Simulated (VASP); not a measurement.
## Cd: single point with r2SCAN

Crystal: Cd.

```xyz
1
Lattice="0.0000 2.2372 2.2372 2.2372 0.0000 2.2372 2.2372 2.2372 0.0000" Properties=species:S:1:pos:R:3 pbc="T T T"
Cd    0.0000    0.0000    0.0000
```

This isn't the form of Cd at room conditions, which is hcp.

```json
{"Program": "VASP 6.6.1", "Task": "single point", "Functional": "r2SCAN", "Potentials or basis": "VASP PAW PBE potentials, release 64 (Cd)", "Cutoff": "520 eV", "k mesh": "13 × 13 × 13", "Occupations": "fermi-dirac, width 0.1 eV", "Spin": "no spin polarisation"}
```

| Item | Value |
| --- | --- |
| Pressure | -1.2 GPa |
| Band gap on the k mesh | zero (bands 6 and 7 overlap by 2.23 eV) |

Levels at points of the mesh, in eV from the Fermi level:
| k point | band 2 | band 3 | band 4 | band 5 | band 6 | band 7 | band 8 | band 9 | band 10 | band 11 |
| --- | --- | --- | --- | --- | --- | --- | --- | --- | --- | --- |
| (0.00, 0.00, 0.00) | -9.53 | -9.53 | -9.09 | -9.09 | -8.96 | 14.32 | 15.43 | 15.43 | 15.43 | 18.68 |

Wall time 50 s on 1 thread of Intel(R) Xeon(R) Platinum 8488C (Sapphire Rapids), with other jobs on the host, peak memory 0.15 GiB.

Caveat: the PAW data sets were made with another functional, which shifts forces and pressure a little.
